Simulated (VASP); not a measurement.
CdTe:

```xyz
2
Lattice="4.5326 0.0000 0.0000 2.2663 3.9253 0.0000 2.2663 1.3084 3.7008" Properties=species:S:1:pos:R:3 pbc="T T T"
Cd    0.0000    0.0000    0.0000
Te    2.2663    1.3084    0.9252
```

```yaml
Program: VASP 6.6.1
Task: relaxation of cell and atoms
Functional: revPBE
Dispersion: D3(BJ)
Potentials_or_basis: VASP PAW PBE potentials, release 64 (Cd, Te)
Cutoff: 500 eV
k_mesh: 5 × 5 × 5
Occupations: gaussian, width 0.01 eV
Spin: no spin polarisation
```

At the start: pressure 1.8 GPa; volume 32.92 Å³/atom.

Question: Where does the relaxation end?

Answer: Over 3 steps the energy falls by 7.4 meV/atom and the volume is 34.27 Å³/atom (+4.1 %); space group F-43m (No. 216, to 0.05 Å).

The path:
| step | energy change (eV) | largest force (eV/Å) | pressure (GPa) | volume (Å³) |
| --- | --- | --- | --- | --- |
| 1 | 0.0000 | 0.0000 | 1.82 | 65.84 |
| 2 | -0.0132 | 0.0000 | -0.53 | 69.47 |
| 3 | -0.0148 | 0.0000 | 0.01 | 68.55 |

Final structure:
```xyz
2
Lattice="4.5937 0.0000 0.0000 2.2969 3.9783 0.0000 2.2969 1.3261 3.7508" Properties=species:S:1:pos:R:3 pbc="T T T"
Cd    0.0000    0.0000    0.0000
Te    2.2969    1.3261    0.9377
```

Caveat: the PAW data sets were made with another functional, which shifts forces and pressure a little.
